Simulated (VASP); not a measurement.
The system is BaTe.

```
Ba Te
1.0
     0.00000    3.99093    3.99093
     3.99093    0.00000    3.99093
     3.99093    3.99093    0.00000
Ba Te
1 1
Direct
  0.00000 0.00000 0.00000
  0.25000 0.25000 0.25000
```

Base run:

- Program: VASP 6.6.1
- Functional: r2SCAN
- Potentials or basis: VASP PAW PBE potentials, release 64 (Ba_sv, Te)
- Cutoff: 520 eV
- k mesh: 6 × 6 × 6
- Occupations: gaussian, width 0.01 eV
- Spin: no spin polarisation

Its results: band gap on the k mesh 2.86 eV (least direct gap 3.19 eV); pressure -0.9 GPa.

Task: The run is repeated on the same cell with these changes: functional from r2SCAN to PBE; further incar settings from ALGO = Normal; EDIFF = 1e-07; NBANDS = 15 to ALGO = Normal; EDIFF = 1e-06; NBANDS = 15. What comes out?

Result: Band gap on the k mesh 2.49 eV (least direct gap 2.86 eV); pressure -0.8 GPa.

Caveats: the structure was generated, so it needn't be the stable form of BaTe; spin-orbit coupling is left out, which moves the levels of the heavy elements; the PAW data sets were made with another functional, which shifts forces and pressure a little (at least some runs).

A k mesh can miss the band edges.
